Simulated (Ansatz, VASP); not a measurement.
## Two plane-wave programs on As

```
As
1.0
     3.57490    0.00000    0.00000
    -1.78745    3.09596    0.00000
     0.00000    0.00000   26.41564
As
2
Direct
  0.33333 0.66667 0.32062
  0.66667 0.33333 0.37245
```

Alike in both runs: task single point; functional LDA; k mesh 6 × 6 × 1; no spin polarisation.

|  | VASP | Ansatz |
| --- | --- | --- |
| version | VASP 6.6.1 | Ansatz 0.2.0 |
| potentials or method | VASP PAW LDA potentials, release 64 (As_d) | plane waves, PAW |
| plane-wave cutoff (eV) | 400 | 420 |
| occupations | gaussian, width 0.01 eV | fixed |
| valence electrons in the cell | 30 | 30 |

```csv
,VASP,Ansatz,Ansatz less VASP
gap on the k mesh at the Fermi level (eV),1.59,1.58,-0.004
```

LDA's correlation is that of Perdew and Zunger in VASP and of Perdew and Wang (1992) in Ansatz.
